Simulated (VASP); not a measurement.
# Pt: single point with PBE

The system is Pt.

```
Pt
1.0
     4.53566    0.00000    0.00000
    -2.26783    3.92799    0.00000
     0.00000    0.00000    2.69878
Pt
3
Direct
  0.00000 0.00000 0.00000
  0.33333 0.66667 0.50000
  0.66667 0.33333 0.50000
```

* Program: VASP 6.6.1
* Task: single point
* Functional: PBE
* Potentials or basis: VASP PAW PBE potentials, release 64 (Pt)
* Cutoff: 520 eV
* k mesh: 11 × 11 × 15
* Occupations: fermi-dirac, width 0.05 eV
* Spin: collinear spin, ferromagnetic start
* Starting moments: [1.0, 1.0, 1.0] μB

```json
{
 "Pressure": "-0.6 GPa",
 "Band gap on the k mesh": "zero (filled and empty bands overlap)",
 "Net moment": "0.00 μB per cell",
 "Valence electrons inside the program's atomic spheres": "Pt 9.11, 9.23"
}
```

Stress tensor (GPa, compression positive):
```
-0.62  0.00  0.00
 0.00 -0.62  0.00
 0.00  0.00 -0.49
```

Levels at points of the mesh, in eV from the Fermi level:
Spin up:
```csv
k point,band 13,band 14,band 15,band 16,band 17,band 18
"(0.00, 0.00, 0.00)",-1.75,-1.75,0.32,0.32,4.89,5.83
```
Spin down:
```csv
k point,band 11,band 12,band 13,band 14,band 15,band 16,band 17,band 18,band 19,band 20
"(0.00, 0.00, 0.00)",-1.88,-1.88,-1.75,-1.75,0.32,0.32,4.89,5.83,7.21,7.21
```

It took 3.9 min on 1 thread of AMD EPYC 9R14 (Zen 4) (shared host), peak memory 0.31 GiB.

Caveat: spin-orbit coupling is left out, which moves the levels of the heavy elements.
